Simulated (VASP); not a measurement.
# C in VASP: settings compared

C is run at these levels: BLYP, LDA, PBEsol; tasks: single point.

All numbers are computed with VASP 6.6.1; they aren't measurements. Logs are shortened: lines on timing, memory, paths and dates and some standing lists are left out, and cuts for length are marked.

**1. The cell of the first run**

The cell holds a slab with vacuum, 2 atoms: a = 2.456 Å, b = 2.456 Å, c = 8.524 Å, α = 90.00°, β = 90.00°, γ = 120.00°.

**2. Single point, BLYP**

INCAR reads:

```
SYSTEM = C
PREC     = Accurate       ! precision mode
ENCUT    = 520            ! plane-wave cutoff, eV
EDIFF    = 1E-7           ! SCF threshold, eV
ISMEAR   = 1              ! smearing method
SIGMA    = 0.1            ! smearing width, eV
LREAL    = .FALSE.        ! projectors in reciprocal space
LASPH    = .TRUE.         ! aspherical terms in the spheres
NELM     = 100            ! most SCF steps
ALGO     = Normal         ! electronic algorithm
ISIF     = 2              ! what is computed and relaxed
LWAVE    = .FALSE.        ! write WAVECAR
LCHARG   = .TRUE.         ! write CHGCAR
GGA      = B5             ! functional
ALDAX    = 1.0          
AGGAX    = 1.0          
AGGAC    = 1.0          
ALDAC    = 0.0          
LELF     = .TRUE.         ! ELF
LVHAR    = .TRUE.       
NBANDS   = 11             ! bands
```

KPOINTS reads:

```
Automatic mesh
0
G
  15 15 4
  0 0 0
```

POSCAR reads:

```
C
1.0
    2.4561700000      0.0000000000      0.0000000000
   -1.2280850000      2.1271060000      0.0000000000
    0.0000000000      0.0000000000      8.5238030000
C
2
Direct
    0.3333333333      0.6666666667      0.0000000000
    0.6666666667      0.3333333333      0.0000000000
```

Potentials or basis: VASP PAW PBE potentials, release 64 (C).

Started as:

```sh
> cat potpaw_PBE.64/C/POTCAR > POTCAR
> mpirun -np 1 vasp_std > vasp.out
```

OUTCAR:

```text
SYSTEM = C
   PREC = Accurate
   ENCUT = 520
   EDIFF = 1E-7
   ISMEAR = 1
   LREAL = .FALSE.
   LASPH = .TRUE.
   NELM = 100
   ISIF = 2
   GGA = B5

 ion  position               nearest neighbor table
   1  0.333  0.667  0.000-   2 1.42   2 1.42   2 1.42
   2  0.667  0.333  0.000-   1 1.42   1 1.42   1 1.42

  LATTYP: Found a hexagonal cell.
 ALAT       =     2.4561700000
 C/A-ratio  =     3.4703636149

  Lattice vectors:

 A1 = (   2.4561700000,   0.0000000000,   0.0000000000)
 A2 = (  -1.2280850000,   2.1271060000,   0.0000000000)
 A3 = (   0.0000000000,   0.0000000000,   8.5238030000)

Analysis of symmetry for initial positions (statically):
=====================================================================
 Subroutine PRICEL returns:
 Original cell was already a primitive cell.

 Routine SETGRP: Setting up the symmetry group for a
 hexagonal supercell.

 Subroutine GETGRP returns: Found 24 space group operations
 (whereof 24 operations were pure point group operations)
 out of a pool of 24 trial point group operations.

The static configuration has the point symmetry D_6h.

Analysis of symmetry for dynamics (positions and initial velocities):
=====================================================================
 Subroutine PRICEL returns:
 Original cell was already a primitive cell.

 Routine SETGRP: Setting up the symmetry group for a
 hexagonal supercell.

 Subroutine GETGRP returns: Found 24 space group operations
 (whereof 24 operations were pure point group operations)
 out of a pool of 24 trial point group operations.

The dynamic configuration has the point symmetry D_6h.

 Subroutine INISYM returns: Found 24 space group operations
 (whereof 24 operations are pure point group operations),
 and found     1 'primitive' translations

----------------------------------------------------------------------------------------

                                     Primitive cell

  volume of cell :      44.5329

  direct lattice vectors                    reciprocal lattice vectors
     2.456170000  0.000000000  0.000000000     0.407137942  0.235061158  0.000000000
    -1.228085000  2.127106000  0.000000000     0.000000000  0.470122316  0.000000000
     0.000000000  0.000000000  8.523803000     0.000000000  0.000000000  0.117318526

  length of vectors
[... 86 lines left out ...]
   IBRION =     -1    ionic relax: 0-MD 1-quasi-New 2-CG
   NFREE  =      0    steps in history (QN), initial steepest desc. (CG)
   ISIF   =      2    stress and relaxation
   ISYM   =      2    0-nonsym 1-usesym 2-fastsym
   POTIM  = 0.5000    time-step for ionic-motion
   TEBEG  =    0.0;   TEEND  =   0.0 temperature during run
   PSTRESS=    0.0 pullay stress
   NELECT =       8.0000    total number of electrons
   NUPDOWN=      -1.0000    fix difference up-down
   EMIN   =  10.00;   EMAX   =-10.00  energy-range for DOS
   EFERMI =   0.00;   METHOD = LEGACY
   ISMEAR =     1;   SIGMA  =   0.10  broadening in eV -4-tet -1-fermi 0-gaus
   EFERMI_NEDOS =   21; number of points for ismear=-14 and -15
   IALGO  =     38    algorithm
   IMIX   =      4    mixing-type and parameters
     AMIX     =   0.40;   BMIX     =  1.00
     AMIX_MAG =   1.60;   BMIX_MAG =  1.00
  volume/ion in A,a.u.               =      22.27       150.26
  Fermi-wavevector in a.u.,A,eV,Ry     =   0.923729  1.745594 11.609511  0.853275
  Thomas-Fermi vector in A             =   2.049397
   LORBIT       =      0    0 simple, 1 ext, 2 COOP (PROOUT), +10 PAW based schemes
   GGA     = B5    functional components
   LHFCALC =     F    Hartree Fock is set to
   AEXX    =    0.0000 exact exchange contribution
   IVDW    =     0    specifies the selected vdW correction
   LEPSILON=     F    determine dielectric tensor
   LRPA    =     F    only Hartree local field effects (RPA)
 non-spin polarized calculation
 Methfessel and Paxton  Order N= 1 SIGMA  =   0.10
  energy-cutoff  :      520.00
  volume of cell :       44.53
 maximum number of plane-waves:      1220
   NGX =  9   NGY =  9   NGZ = 31

 number of electron       7.9999997 magnetization

 Free energy of the ion-electron system (eV)
  ---------------------------------------------------
  ext. energy  EPLUGINS =         0.00000000
  ---------------------------------------------------
  free energy    TOTEN  =       -17.33779714 eV

  energy without entropy =      -17.33729564  energy(sigma->0) =      -17.33762998

 E-fermi :  -0.3216     XC(G=0):  -4.7789

 val. band max:       -0.3216809817   @ k =   0.3333   0.3333   0.5000
 cond. band min:      -0.3216354639   @ k =   0.3333   0.3333   0.2500
 fundamental gap:      0.0000455177
 Fermi energy:        -0.3216407268

 k-point     1 :       0.0000    0.0000    0.0000
  band No.  band energies     occupation
      1     -19.8588      2.00000
      2      -7.9941      2.00000
      3      -3.5295      2.00000
      4      -3.5295      2.00000
      5       2.3897      0.00000
      6       4.6924      0.00000
      7       6.4398      0.00000
      8       8.1031      0.00000
      9       8.1031      0.00000
     10      11.1371      0.00000
     11      12.4356      0.00000
[... 309 lines left out ...]
 k-point    24 :       0.4000    0.2000    0.0000
  band No.  band energies     occupation
      1     -14.0247      2.00000
      2     -13.0444      2.00000
      3      -9.2416      2.00000
      4      -1.8321      2.00000
      5       0.9822     -0.00000
      6      10.6357      0.00000
      7      11.0285      0.00000
      8      11.1726      0.00000
      9      11.4049      0.00000
     10      13.5715      0.00000
     11      14.6287      0.00000

 [... further k-points ...]

------------------------ aborting loop because EDIFF is reached ----------------------------------------

  FORCE on cell =-STRESS in cart. coord.  units (eV):
  Direction    XX          YY          ZZ          XY          YZ          ZX
  --------------------------------------------------------------------------------------
  -------------------------------------------------------------------------------------
  Total        1.0340003      1.0340007     -0.0123709      0.0000000     -0.0000000     -0.0000000
  in kB       37.2006302     37.2006437     -0.4450741      0.0000000     -0.0000000     -0.0000000
  external PRESSURE =      24.6520666 kB  Pullay stress =       0.0000000 kB

 VOLUME and BASIS-vectors are now :
 -----------------------------------------------------------------------------
  energy-cutoff  :      520.00
  volume of cell :       44.53
      direct lattice vectors                 reciprocal lattice vectors
     2.456170000  0.000000000  0.000000000     0.407137942  0.235061158  0.000000000
    -1.228085000  2.127106000  0.000000000     0.000000000  0.470122316  0.000000000
     0.000000000  0.000000000  8.523803000     0.000000000  0.000000000  0.117318526

 POSITION                                       TOTAL-FORCE (eV/Angst)
 -----------------------------------------------------------------------------------
     -0.00000      1.41807      0.00000        -0.000000      0.000000      0.000000
      1.22809      0.70904      0.00000         0.000000     -0.000000      0.000000
 -----------------------------------------------------------------------------------
    total drift:                                0.000000     -0.000000      0.000000

  FREE ENERGIE OF THE ION-ELECTRON SYSTEM (eV)
  ---------------------------------------------------
  free  energy   TOTEN  =       -17.3377971440 eV

  energy  without entropy=      -17.3372956422  energy(sigma->0) =      -17.33762998
```

Wall time 29 s (1 thread of Intel Xeon 6975P-C (Granite Rapids), shared host); peak memory 0.16 GiB.

What came out:

| Property | Result |
| --- | --- |
| Free energy | -17.3378 eV |
| Band gap on the k mesh | zero (filled and empty bands touch) |

Levels at points of the mesh, in eV from the Fermi level:
| k point | band 1 | band 2 | band 3 | band 4 | band 5 | band 6 | band 7 | band 8 | band 9 |
| --- | --- | --- | --- | --- | --- | --- | --- | --- | --- |
| (0.00, 0.00, 0.00) | -19.54 | -7.67 | -3.21 | -3.21 | 2.71 | 5.01 | 6.76 | 8.42 | 8.42 |
| (0.00, 0.00, 0.50) | -19.54 | -7.67 | -3.21 | -3.21 | 3.41 | 3.53 | 8.42 | 8.42 | 8.72 |

Caveat: the PAW data sets were made with another functional, which shifts forces and pressure a little.

**3. Single point, LDA**

INCAR reads:

```
SYSTEM = C
ALGO = Normal ; EDIFF = 1E-6
ENCUT = 520 ; ISIF = 2
ISMEAR = 1 ; LASPH = .TRUE.
LCHARG = .FALSE. ; LREAL = .FALSE.
LWAVE = .FALSE. ; NBANDS = 11
NELM = 60 ; PREC = Accurate
SIGMA = 0.1
```

KPOINTS reads:

```
k-points
0
G
  15 15 4
  0 0 0
```

POSCAR is that of step 2.

Potentials or basis: VASP PAW LDA potentials, release 64 (C).

Started as:

```sh
> cat potpaw_LDA.64/C/POTCAR > POTCAR
> mpirun -np 1 vasp_std > vasp.out
```

OUTCAR:

```text
SYSTEM = C
   EDIFF = 1E-6
   ENCUT = 520
   ISIF = 2
   ISMEAR = 1
   LASPH = .TRUE.
   LREAL = .FALSE.
   NELM = 60
   PREC = Accurate

 ion  position               nearest neighbor table
   1  0.333  0.667  0.000-   2 1.42   2 1.42   2 1.42
   2  0.667  0.333  0.000-   1 1.42   1 1.42   1 1.42

  LATTYP: Found a hexagonal cell.
 ALAT       =     2.4561700000
 C/A-ratio  =     3.4703636149

  Lattice vectors:

 A1 = (   2.4561700000,   0.0000000000,   0.0000000000)
[... 519 lines left out ...]

 [... further k-points ...]

------------------------ aborting loop because EDIFF is reached ----------------------------------------

  FORCE on cell =-STRESS in cart. coord.  units (eV):
  Direction    XX          YY          ZZ          XY          YZ          ZX
  --------------------------------------------------------------------------------------
  -------------------------------------------------------------------------------------
  Total       -0.5105287     -0.5105289     -0.0130207     -0.0000000      0.0000000      0.0000000
  in kB      -18.3674884    -18.3674950     -0.4684495     -0.0000000      0.0000000      0.0000000
  external PRESSURE =     -12.4011443 kB  Pullay stress =       0.0000000 kB

 VOLUME and BASIS-vectors are now :
 -----------------------------------------------------------------------------
  energy-cutoff  :      520.00
  volume of cell :       44.53
      direct lattice vectors                 reciprocal lattice vectors
     2.456170000  0.000000000  0.000000000     0.407137942  0.235061158  0.000000000
    -1.228085000  2.127106000  0.000000000     0.000000000  0.470122316  0.000000000
     0.000000000  0.000000000  8.523803000     0.000000000  0.000000000  0.117318526

 POSITION                                       TOTAL-FORCE (eV/Angst)
 -----------------------------------------------------------------------------------
     -0.00000      1.41807      0.00000        -0.000000      0.000000      0.000000
      1.22809      0.70904      0.00000         0.000000     -0.000000     -0.000000
 -----------------------------------------------------------------------------------
    total drift:                                0.000000     -0.000000      0.000000

  FREE ENERGIE OF THE ION-ELECTRON SYSTEM (eV)
  ---------------------------------------------------
  free  energy   TOTEN  =       -20.1710817591 eV

  energy  without entropy=      -20.1705802573  energy(sigma->0) =      -20.17091459
```

It took 13 s on 1 thread of Intel Xeon 6975P-C (Granite Rapids), shared host; peak memory 0.14 GiB.

Results:

* Free energy: -20.1711 eV
* Band gap on the k mesh: zero (filled and empty bands touch)

**4. Single point, PBEsol**

INCAR reads:

```
SYSTEM = C
PREC = Accurate ; ENCUT = 520
EDIFF = 1E-6 ; ISMEAR = 1
SIGMA = 0.1 ; LREAL = .FALSE.
LASPH = .TRUE. ; NELM = 80
ALGO = Normal ; ISIF = 2
LWAVE = .FALSE. ; LCHARG = .TRUE.
GGA = PS ; LELF = .TRUE.
LVHAR = .TRUE. ; NBANDS = 11
```

KPOINTS reads:

```
regular mesh
0
G
  15 15 4
  0 0 0
```

POSCAR is that of step 3.

Potentials or basis: VASP PAW PBE potentials, release 64 (C).

Started as:

```sh
> cat potpaw_PBE.64/C/POTCAR > POTCAR
> mpirun -np 1 vasp_std > vasp.out
```

OUTCAR:

```text
SYSTEM = C
   PREC = Accurate
   ENCUT = 520
   EDIFF = 1E-6
   ISMEAR = 1
   LREAL = .FALSE.
   LASPH = .TRUE.
   NELM = 80
   ISIF = 2
   GGA = PS

 ion  position               nearest neighbor table
   1  0.333  0.667  0.000-   2 1.42   2 1.42   2 1.42
   2  0.667  0.333  0.000-   1 1.42   1 1.42   1 1.42

  LATTYP: Found a hexagonal cell.
 ALAT       =     2.4561700000
 C/A-ratio  =     3.4703636149

  Lattice vectors:

 A1 = (   2.4561700000,   0.0000000000,   0.0000000000)
 A2 = (  -1.2280850000,   2.1271060000,   0.0000000000)
 A3 = (   0.0000000000,   0.0000000000,   8.5238030000)

Analysis of symmetry for initial positions (statically):
=====================================================================
 Subroutine PRICEL returns:
 Original cell was already a primitive cell.

 Routine SETGRP: Setting up the symmetry group for a
 hexagonal supercell.

 Subroutine GETGRP returns: Found 24 space group operations
 (whereof 24 operations were pure point group operations)
 out of a pool of 24 trial point group operations.

The static configuration has the point symmetry D_6h.

Analysis of symmetry for dynamics (positions and initial velocities):
=====================================================================
 Subroutine PRICEL returns:
 Original cell was already a primitive cell.

 Routine SETGRP: Setting up the symmetry group for a
 hexagonal supercell.

 Subroutine GETGRP returns: Found 24 space group operations
 (whereof 24 operations were pure point group operations)
 out of a pool of 24 trial point group operations.

The dynamic configuration has the point symmetry D_6h.

 Subroutine INISYM returns: Found 24 space group operations
 (whereof 24 operations are pure point group operations),
 and found     1 'primitive' translations
[... 117 lines left out ...]
  Fermi-wavevector in a.u.,A,eV,Ry     =   0.923729  1.745594 11.609511  0.853275
  Thomas-Fermi vector in A             =   2.049397
   LORBIT       =      0    0 simple, 1 ext, 2 COOP (PROOUT), +10 PAW based schemes
   GGA     = PS    functional components
   LHFCALC =     F    Hartree Fock is set to
   AEXX    =    0.0000 exact exchange contribution
   IVDW    =     0    specifies the selected vdW correction
   LEPSILON=     F    determine dielectric tensor
   LRPA    =     F    only Hartree local field effects (RPA)
 non-spin polarized calculation
 Methfessel and Paxton  Order N= 1 SIGMA  =   0.10
  energy-cutoff  :      520.00
  volume of cell :       44.53
 maximum number of plane-waves:      1220
   NGX =  9   NGY =  9   NGZ = 31

 number of electron       7.9999997 magnetization

 Free energy of the ion-electron system (eV)
  ---------------------------------------------------
  ext. energy  EPLUGINS =         0.00000000
  ---------------------------------------------------
  free energy    TOTEN  =       -19.27996300 eV

  energy without entropy =      -19.27946150  energy(sigma->0) =      -19.27979583

 E-fermi :  -0.7446     XC(G=0):  -4.9828

 val. band max:       -0.7446494825   @ k =   0.3333   0.3333   0.5000
 cond. band min:      -0.7446137757   @ k =   0.3333   0.3333   0.2500
 fundamental gap:      0.0000357069
 Fermi energy:        -0.7446169976

 k-point     1 :       0.0000    0.0000    0.0000
  band No.  band energies     occupation
      1     -20.3249      2.00000
      2      -8.4741      2.00000
      3      -3.7461      2.00000
      4      -3.7461      2.00000
      5       2.3532      0.00000
      6       4.7256      0.00000
      7       6.2706      0.00000
      8       7.6164      0.00000
      9       7.6164      0.00000
     10      10.8495      0.00000
     11      12.1292      0.00000
[... 309 lines left out ...]
 k-point    24 :       0.4000    0.2000    0.0000
  band No.  band energies     occupation
      1     -14.3876      2.00000
      2     -13.4784      2.00000
      3      -9.6381      2.00000
      4      -2.2631      2.00000
      5       0.5544     -0.00000
      6      10.1794      0.00000
      7      10.6377      0.00000
      8      11.1246      0.00000
      9      11.3129      0.00000
     10      13.6393      0.00000
     11      14.4128      0.00000

 [... further k-points ...]

------------------------ aborting loop because EDIFF is reached ----------------------------------------

  FORCE on cell =-STRESS in cart. coord.  units (eV):
  Direction    XX          YY          ZZ          XY          YZ          ZX
  --------------------------------------------------------------------------------------
  -------------------------------------------------------------------------------------
  Total        0.2676340      0.2676341     -0.0095547      0.0000000      0.0000000      0.0000000
  in kB        9.6287722      9.6287757     -0.3437537      0.0000000      0.0000000      0.0000000
  external PRESSURE =       6.3045981 kB  Pullay stress =       0.0000000 kB

 VOLUME and BASIS-vectors are now :
 -----------------------------------------------------------------------------
  energy-cutoff  :      520.00
  volume of cell :       44.53
      direct lattice vectors                 reciprocal lattice vectors
     2.456170000  0.000000000  0.000000000     0.407137942  0.235061158  0.000000000
    -1.228085000  2.127106000  0.000000000     0.000000000  0.470122316  0.000000000
     0.000000000  0.000000000  8.523803000     0.000000000  0.000000000  0.117318526

 POSITION                                       TOTAL-FORCE (eV/Angst)
 -----------------------------------------------------------------------------------
     -0.00000      1.41807      0.00000        -0.000000     -0.000000      0.000000
      1.22809      0.70904      0.00000         0.000000      0.000000      0.000000
 -----------------------------------------------------------------------------------
    total drift:                                0.000000     -0.000000      0.000000

  FREE ENERGIE OF THE ION-ELECTRON SYSTEM (eV)
  ---------------------------------------------------
  free  energy   TOTEN  =       -19.2799630000 eV

  energy  without entropy=      -19.2794614982  energy(sigma->0) =      -19.27979583
```

It took 14 s on 1 thread of Intel Xeon 6975P-C (Granite Rapids), shared host; peak memory 0.16 GiB.

Results:

```
Free energy            : -19.2800 eV
Band gap on the k mesh : zero (filled and empty bands touch)
```

Caveat: the PAW data sets were made with another functional, which shifts forces and pressure a little.

**5. Overview**

```tsv
level	potentials or basis	gap on the mesh (eV)
BLYP	VASP PAW PBE potentials, release 64 (C)	none
LDA	VASP PAW LDA potentials, release 64 (C)	none
PBEsol	VASP PAW PBE potentials, release 64 (C)	none
```

Alike in all rows: task single point; no spin polarisation; cell as given; k mesh 15 × 15 × 4; cutoff (eV) 520; smearing methfessel-paxton 0.1 eV.

Caveats: the PAW data sets were made with another functional, which shifts forces and pressure a little (some runs).

Total energies depend on the potentials used, so only differences within one code and one set of settings carry meaning.
